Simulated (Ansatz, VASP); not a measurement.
One calculation of Pd, two programs

```xyz
1
Lattice="0.0000 1.9392 1.9392 1.9392 0.0000 1.9392 1.9392 1.9392 0.0000" Properties=species:S:1:pos:R:3 pbc="T T T"
Pd    0.0000    0.0000    0.0000
```

Alike in both runs: functional PBEsol; k mesh 8 × 8 × 8; occupations gaussian, width 0.1 eV; no spin polarisation.

Ansatz relaxed the structure, and its values are those at the end. VASP's run is a single point on that final structure, the one shown.

|  | VASP | Ansatz |
| --- | --- | --- |
| version | VASP 6.6.1 | Ansatz 0.2.0 |
| potentials or method | VASP PAW PBE potentials, release 64 (Pd), cutoff 520 eV | scalar-relativistic, plane waves, PAW |
| valence electrons in the cell | 10 | 18 |

|  | VASP | Ansatz | Ansatz less VASP |
| --- | --- | --- | --- |
| gap on the k mesh at the Fermi level (eV) | none | none | - |
| pressure (GPa) | 0.1 | 0.5 | +0.31 |

VASP's potentials were made for PBE, not for PBEsol. A gap of «none» marks a metal or a gap that the smearing closes. VASP's potentials hold 10 valence electrons a cell and Ansatz's 18, so a difference there can come from the potentials and not from the codes.
